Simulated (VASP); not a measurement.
La2O:

```xyz
3
Lattice="4.9547 0.0000 0.0000 -2.4774 4.2909 0.0000 0.0000 0.0000 4.0733" Properties=species:S:1:pos:R:3 pbc="T T T"
La    2.4774    1.4303    0.9107
La    0.0000    2.8606    2.1135
O     2.4774    1.4303    2.9088
```

The cell was built from a structure type or drawn by symmetry, and may not be a known phase.

```yaml
Program: VASP 6.6.1
Task: relaxation of cell and atoms
Functional: PBE
Potentials_or_basis: VASP PAW PBE potentials, release 64 (La, O)
Cutoff: 600 eV
k_mesh: 5 × 5 × 5
Occupations: gaussian, width 0.2 eV
Spin: no spin polarisation
```

At the start: pressure 11.0 GPa; volume 28.87 Å³/atom.

Question: Where does the relaxation end?

Answer: Over 20 steps the energy falls by 1081.3 meV/atom and the volume is 26.89 Å³/atom (-6.8 %); space group P3m1 (No. 156, to 0.1 Å) before and after.

The path:
| step | energy change (eV) | largest force (eV/Å) | pressure (GPa) | volume (Å³) |
| --- | --- | --- | --- | --- |
| 1 | 0.0000 | 2.2441 | 11.00 | 86.60 |
| 2 | -0.6445 | 2.1428 | -9.00 | 111.50 |
| 3 | -1.1672 | 2.1349 | -4.01 | 99.48 |
| 4 | -1.1694 | 2.1319 | -3.64 | 98.95 |
| 5 | -1.6835 | 1.9084 | -3.11 | 92.52 |
| 6 | -2.7734 | 1.0116 | 6.51 | 74.12 |
| 7 | -3.0296 | 0.6444 | 4.96 | 75.13 |
| 8 | -3.1082 | 1.0526 | 4.18 | 76.36 |
| 9 | -3.1309 | 0.8243 | 4.23 | 76.03 |
| 10 | -3.2106 | 0.3952 | 0.60 | 79.51 |
| 11 | -3.2169 | 0.2817 | -0.23 | 80.61 |
| 12 | -3.2172 | 0.2485 | -0.51 | 80.94 |
| 13 | -3.2294 | 0.1735 | -0.31 | 80.69 |
| 14 | -3.2415 | 0.1203 | 0.47 | 80.04 |
| 15 | -3.2415 | 0.1097 | 0.33 | 80.12 |
| 16 | -3.2416 | 0.1097 | 0.33 | 80.11 |
| 17 | -3.2415 | 0.1115 | 0.36 | 80.07 |
| 18 | -3.2429 | 0.0913 | -0.01 | 80.57 |
| 19 | -3.2431 | 0.0831 | -0.18 | 80.79 |
| 20 | -3.2438 | 0.0676 | -0.09 | 80.68 |

Final structure:
```cif
data_structure
_symmetry_space_group_name_H-M 'P 1'
_symmetry_Int_Tables_number 1
_cell_length_a 4.0909
_cell_length_b 4.0909
_cell_length_c 5.5669
_cell_angle_alpha 90.000
_cell_angle_beta 90.000
_cell_angle_gamma 120.000
_cell_volume 80.68
loop_
_atom_site_label
_atom_site_type_symbol
_atom_site_fract_x
_atom_site_fract_y
_atom_site_fract_z
_atom_site_occupancy
La1 La 0.66667 0.33333 0.14757 1
La2 La 0.33333 0.66667 0.64971 1
O1 O 0.66667 0.33333 0.65929 1
```

Caveat: a cell axis changed by over 15 % at a fixed basis, so the end point is rough; the relaxation stopped at a loose force limit of 0.08 eV/Å, so its end isn't a converged minimum.
